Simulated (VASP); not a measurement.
Runs of VASP 6.6.1 on Nd. The structure is that of space group P6_3/mmc (No. 194), or close to it. The cells are those of the table. 

```csv
spin,cell,gap on the mesh (eV),pressure (GPa),moment (μB)
"collinear, ferromagnetic start","a = 3.657, b = 3.657, c = 5.902 Å, angles 90.0, 90.0, 120.0°, 2 atoms",none,(d),8.27
"collinear, ferrimagnetic start","a = 3.657, b = 3.657, c = 5.902 Å, angles 90.0, 90.0, 120.0°, 2 atoms",none,-1.7,0.15
"collinear, ferromagnetic start","a = 2.710, b = 2.710, c = 5.145 Å, angles 90.0, 90.0, 120.0°, 2 atoms",none,30.7,5.64
"collinear, antiferromagnetic start","a = 3.657, b = 3.657, c = 5.902 Å, angles 90.0, 90.0, 120.0°, 2 atoms",none,-3.1,0.00
"collinear, ferromagnetic start","a = 2.970, b = 2.970, c = 5.159 Å, angles 90.0, 90.0, 120.0°, 2 atoms",none,10.4,(a)
"collinear, ferromagnetic start","a = 2.755, b = 2.755, c = 5.295 Å, angles 90.0, 90.0, 120.0°, 2 atoms",none,(c),(b)
```

Alike in all rows: task single point; level PBEsol; potentials or basis VASP PAW PBE potentials, release 64 (Nd); k mesh 8 × 8 × 5; cutoff (eV) 520; smearing fermi-dirac 0.05 eV.

Q: Fill in the values left out.

A: (a) 6.70; (b) 5.90; (c) 20.5; (d) -2.7.

Caveats: the magnetic or orbital state may not be the lowest; the PAW data sets were made with another functional, which shifts forces and pressure a little; spin-orbit coupling is left out, which moves the levels of the heavy elements; semilocal functionals describe open f shells poorly, which spoils levels, moments and volumes; the cell stands under pressure (at least some runs); the cell stands under tension (at least some runs).

A k mesh can miss the band edges, and the runs leave out spin-orbit coupling on Nd.

A gap of «none» marks levels without a gap at the run's occupations.
